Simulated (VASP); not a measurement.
# SiB6 (P1) in VASP: relaxation of cell and atoms with PBE

Aim: the relaxation of cell and atoms of SiB6 with PBE.

All numbers are computed with VASP 6.6.1; they aren't measurements. Logs are shortened: lines on timing, memory, paths and dates and some standing lists are left out, and cuts for length are marked.

### Step 1. The cell of the first run

The typed cell holds 7 atoms: a = 4.074 Å, b = 4.277 Å, c = 4.095 Å, α = 89.93°, β = 93.22°, γ = 89.21°.

### Step 2. Relaxation of cell and atoms, PBE

INCAR

```
SYSTEM = SiB6
ALGO = Normal
EDIFF = 1E-6
EDIFFG = -0.025
ENCUT = 600
GGA = PE
IBRION = 2
ISIF = 3
ISMEAR = 0
LASPH = .True.
LCHARG = .False.
LREAL = .False.
LWAVE = .False.
NELM = 60
NSW = 80
PREC = Accurate
SIGMA = 0.2
```

KPOINTS

```
k-points
0
Gamma
  6 6 6
  0 0 0
```

POSCAR

```
SiB6
1.0
    4.0721766788      0.0288178089     -0.1147736576
    0.0288178089      4.2766241249      0.0028109226
   -0.1147736576      0.0028109226      4.0935203464
Si B
1 6
Direct
   -0.0006084871      0.0090919852      0.9847384921
    0.8312200056      0.5331963327      0.5197215673
    0.2556989907      0.4899295225      0.4995007326
    0.4793473041      0.7682949618      0.4819343904
    0.5023983586      0.2069509761      0.5201002801
    0.4678419396      0.5049382603      0.7999971024
    0.4641018886      0.4875979613      0.1940074350
```

Potentials or basis: VASP PAW PBE potentials, release 64 (Si, B).

Started as:

```console
cat potpaw_PBE.64/Si/POTCAR potpaw_PBE.64/B/POTCAR > POTCAR
mpirun -np 1 vasp_std > vasp.out
```

OUTCAR:

```text
SYSTEM = SiB6
   EDIFF = 1E-6
   EDIFFG = -0.025
   ENCUT = 600
   GGA = PE
   IBRION = 2
   ISIF = 3
   ISMEAR = 0
   LASPH = .True.
   LREAL = .False.
   NELM = 60
   NSW = 80
   PREC = Accurate

 ion  position               nearest neighbor table
   1  0.999  0.009  0.985-
   2  0.831  0.533  0.520-   4 1.74   3 1.74   6 1.93   5 1.95   7 1.96
   3  0.256  0.490  0.500-   6 1.47   4 1.51   7 1.55   5 1.56   2 1.74
   4  0.479  0.768  0.482-   3 1.51   7 1.68   6 1.72   2 1.74   5 1.89
   5  0.502  0.207  0.520-   3 1.56   6 1.72   7 1.79   4 1.89   2 1.95
   6  0.468  0.505  0.800-   3 1.47   7 1.62   4 1.72   5 1.72   2 1.93
   7  0.464  0.488  0.194-   3 1.55   6 1.62   4 1.68   5 1.79   2 1.96

  LATTYP: Found a triclinic cell.
 ALAT       =     5.6118147032
 B/A-ratio  =     0.7297336454
 C/A-ratio  =     0.7620925436
 COS(alpha) =     0.0011545399
 COS(beta)  =     0.0108537483
 COS(gamma) =     0.6889555507

  Lattice vectors:

 A1 = (  -3.9574030212,  -0.0316287315,  -3.9787466888)
 A2 = (   0.1147736576,  -0.0028109226,  -4.0935203464)
 A3 = (  -0.0288178089,  -4.2766241249,  -0.0028109226)

Analysis of symmetry for initial positions (statically):
=====================================================================
 Subroutine PRICEL returns:
 Original cell was already a primitive cell.

 Routine SETGRP: Setting up the symmetry group for a
 triclinic supercell.

 Subroutine GETGRP returns: Found  1 space group operations
 (whereof  1 operations were pure point group operations)
 out of a pool of  2 trial point group operations.

The static configuration has the point symmetry C_1 .

Analysis of symmetry for dynamics (positions and initial velocities):
=====================================================================
 Subroutine PRICEL returns:
 Original cell was already a primitive cell.

 Routine SETGRP: Setting up the symmetry group for a
 triclinic supercell.

 Subroutine GETGRP returns: Found  1 space group operations
 (whereof  1 operations were pure point group operations)
 out of a pool of  2 trial point group operations.

The dynamic configuration has the point symmetry C_1 .

 Subroutine INISYM returns: Found  1 space group operations
 (whereof  1 operations are pure point group operations),
 and found     1 'primitive' translations

----------------------------------------------------------------------------------------

[... 139 lines left out ...]
 NGX is ok and might be reduce to    36
   NGX = 17   NGY = 17   NGZ = 17

--------------------------------------- Ionic step        1  -------------------------------------------

 number of electron      22.0000000 magnetization

 Free energy of the ion-electron system (eV)
  ---------------------------------------------------
  ext. energy  EPLUGINS =         0.00000000
  ---------------------------------------------------
  free energy    TOTEN  =       -40.01675418 eV

  energy without entropy =      -40.00960486  energy(sigma->0) =      -40.01317952

------------------------ aborting loop because EDIFF is reached ----------------------------------------

  FORCE on cell =-STRESS in cart. coord.  units (eV):
  Direction    XX          YY          ZZ          XY          YZ          ZX
  --------------------------------------------------------------------------------------
  -------------------------------------------------------------------------------------
  Total        6.0082039      0.3074131      6.6749109      0.3287353      0.3819357      0.9414201
  in kB      135.1434408      6.9146897    150.1397813      7.3942924      8.5909381     21.1755054
  external PRESSURE =      97.3993039 kB  Pullay stress =       0.0000000 kB
[... 104 lines left out ...]
  FREE ENERGIE OF THE ION-ELECTRON SYSTEM (eV)
  ---------------------------------------------------
  free  energy   TOTEN  =       -41.7409350275 eV

  energy  without entropy=      -41.7228394480  energy(sigma->0) =      -41.73188724

[... ionic steps 4 to 41 ...]

--------------------------------------- Ionic step       42  -------------------------------------------

 number of electron      22.0000000 magnetization

------------------------ aborting loop because EDIFF is reached ----------------------------------------
[... 77 lines left out ...]
--------------------------------------- Ionic step       44  -------------------------------------------

 number of electron      22.0000000 magnetization

 Free energy of the ion-electron system (eV)
  ---------------------------------------------------
  ext. energy  EPLUGINS =         0.00000000
  ---------------------------------------------------
  free energy    TOTEN  =       -43.53736312 eV

  energy without entropy =      -43.52985023  energy(sigma->0) =      -43.53360668

 E-fermi :   3.9626     XC(G=0): -10.1097

 val. band max:        3.8751771703   @ k =   0.5000   0.0000   0.0000
 cond. band min:       4.1854723926   @ k =   0.3333   0.0000   0.0000
 fundamental gap:      0.3102952223
 Fermi energy:         3.9626125285

 k-point     1 :       0.0000    0.0000    0.0000
  band No.  band energies     occupation
      1     -10.6771      2.00000
      2      -4.9965      2.00000
      3      -2.6830      2.00000
      4      -2.6804      2.00000
      5      -2.4980      2.00000
      6      -1.6288      2.00000
      7      -1.6269      2.00000
      8       2.3024      2.00000
      9       3.3836      1.99996
     10       3.7803      1.80255
     11       3.7860      1.78834
     12       5.4178      0.00000
     13       5.4366      0.00000
     14       7.1410      0.00000
[... 401 lines left out ...]
      2      -6.4270      2.00000
      3      -3.9971      2.00000
      4      -2.2707      2.00000
      5      -1.8982      2.00000
      6      -0.3874      2.00000
      7      -0.1076      2.00000
      8       1.2495      2.00000
      9       2.0924      2.00000
     10       2.4517      2.00000
     11       3.2078      2.00000
     12       4.6793      0.00000
     13       6.7087      0.00000
     14       8.5400      0.00000
     15       9.1797      0.00000

 [... further k-points ...]

------------------------ aborting loop because EDIFF is reached ----------------------------------------

  FORCE on cell =-STRESS in cart. coord.  units (eV):
  Direction    XX          YY          ZZ          XY          YZ          ZX
  --------------------------------------------------------------------------------------
  -------------------------------------------------------------------------------------
  Total        0.0028231     -0.0673975      0.0272435     -0.0101600      0.0461911     -0.0178492
  in kB        0.0611902     -1.4608428      0.5905034     -0.2202190      1.0011940     -0.3868814
  external PRESSURE =      -0.2697164 kB  Pullay stress =       0.0000000 kB
[... 22 lines left out ...]
  FREE ENERGIE OF THE ION-ELECTRON SYSTEM (eV)
  ---------------------------------------------------
  free  energy   TOTEN  =       -43.5373631204 eV

  energy  without entropy=      -43.5298502341  energy(sigma->0) =      -43.53360668

 reached required accuracy - stopping structural energy minimisation
```

CONTCAR:

```text
SiB6
   1.00000000000000
     4.1974235876373305   -0.0607521183993630    0.0669805728087068
    -0.0580615220247384    4.1997803727832572   -0.0727158493966191
     0.0688272040419143   -0.0673538383000536    4.1962337720685561
  Si              B
     1     6
Direct
     0.8702462902479979    0.1305415872363344    0.8691981152470809
     0.8215858327018890    0.4876186196999018    0.5120677023546373
     0.2253665254124049    0.4708127916387684    0.5301714272496822
     0.5294177595748588    0.7744754921474210    0.5296526795911247
     0.5118750547138363    0.1781425064169819    0.5115337868031556
     0.5114002767917482    0.4886445577313685    0.8219201946374216
     0.5301082606572598    0.4697644450292291    0.2254560940169039

  0.00000000E+00  0.00000000E+00  0.00000000E+00
  0.00000000E+00  0.00000000E+00  0.00000000E+00
  0.00000000E+00  0.00000000E+00  0.00000000E+00
  0.00000000E+00  0.00000000E+00  0.00000000E+00
  0.00000000E+00  0.00000000E+00  0.00000000E+00
  0.00000000E+00  0.00000000E+00  0.00000000E+00
  0.00000000E+00  0.00000000E+00  0.00000000E+00
```

Run time: 19 min. Hardware: 1 thread of Intel Xeon 6975P-C (Granite Rapids), shared host; peak memory 0.28 GiB.

Results:

| Item | Value |
| --- | --- |
| Free energy | -43.5374 eV |
| Relaxed volume | 10.56 Å³/atom |
| Relaxed cell | a = 4.198 Å, b = 4.201 Å, c = 4.197 Å, α = 91.92°, β = 88.13°, γ = 91.64° |
| Space group after relaxing (to 0.1 Å) | R3m (No. 160) |
| Energy gained by relaxing | 502.9 meV/atom |
| Ionic steps | 44 |
| Pressure after relaxing | 0.0 GPa |
| Largest force after relaxing | 0.020 eV/Å |
| Band gap on the k mesh | 0.03 eV |

Forces in eV/Å, atoms in the order of the input:
```
Si  -0.008  0.003  0.002
B    0.016  0.011 -0.003
B   -0.005 -0.011 -0.012
B   -0.010  0.008  0.012
B    0.011 -0.009  0.005
B    0.014 -0.006  0.005
B   -0.017  0.005 -0.008
```

The path:
| step | energy change (eV) | largest force (eV/Å) | pressure (GPa) | volume (Å³) |
| --- | --- | --- | --- | --- |
| 1 | 0.0000 | 11.1095 | 9.74 | 71.23 |
| 3 | -1.7242 | 3.9999 | -5.06 | 73.55 |
| 5 | -2.2095 | 2.4131 | -1.09 | 71.70 |
| 7 | -2.4396 | 1.3501 | 1.47 | 70.17 |
| 9 | -2.4962 | 0.9187 | 0.39 | 70.26 |
| 11 | -2.5479 | 0.8613 | 0.69 | 70.23 |
| 13 | -2.6069 | 1.1723 | 1.16 | 70.25 |
| 15 | -2.7953 | 2.1311 | 0.74 | 71.32 |
| 17 | -2.9513 | 1.9000 | 0.88 | 72.17 |
| 19 | -3.2121 | 0.8335 | 0.67 | 72.85 |
| 21 | -3.2684 | 1.2210 | 0.87 | 73.30 |
| 23 | -3.3684 | 0.6061 | -1.11 | 74.14 |
| 25 | -3.4074 | 0.4350 | 0.01 | 73.76 |
| 27 | -3.4435 | 0.7433 | 0.12 | 73.40 |
| 29 | -3.4739 | 0.3828 | 0.81 | 73.15 |
| 31 | -3.4927 | 0.3101 | -0.36 | 73.86 |
| 33 | -3.5049 | 0.3191 | 0.13 | 73.96 |
| 35 | -3.5114 | 0.2129 | -0.06 | 74.09 |
| 37 | -3.5150 | 0.2102 | -0.10 | 74.10 |
| 39 | -3.5183 | 0.1129 | -0.34 | 74.03 |
| 41 | -3.5197 | 0.0490 | 0.29 | 73.73 |
| 43 | -3.5203 | 0.0740 | 0.06 | 73.84 |
| 44 | -3.5206 | 0.0199 | -0.03 | 73.92 |

Final structure:
```cif
data_structure
_symmetry_space_group_name_H-M 'P 1'
_symmetry_Int_Tables_number 1
_cell_length_a 4.1984
_cell_length_b 4.2008
_cell_length_c 4.1973
_cell_angle_alpha 91.924
_cell_angle_beta 88.133
_cell_angle_gamma 91.637
_cell_volume 73.92
loop_
_atom_site_label
_atom_site_type_symbol
_atom_site_fract_x
_atom_site_fract_y
_atom_site_fract_z
_atom_site_occupancy
Si1 Si 0.87025 0.13054 0.86920 1
B1 B 0.82159 0.48762 0.51207 1
B2 B 0.22537 0.47081 0.53017 1
B3 B 0.52942 0.77448 0.52965 1
B4 B 0.51188 0.17814 0.51153 1
B5 B 0.51140 0.48864 0.82192 1
B6 B 0.53011 0.46976 0.22546 1
```

Caveat: the smearing spreads over this small gap. A k mesh can miss the band edges.

The gap in the log of VASP goes by the Fermi energy; the results here count the filled bands.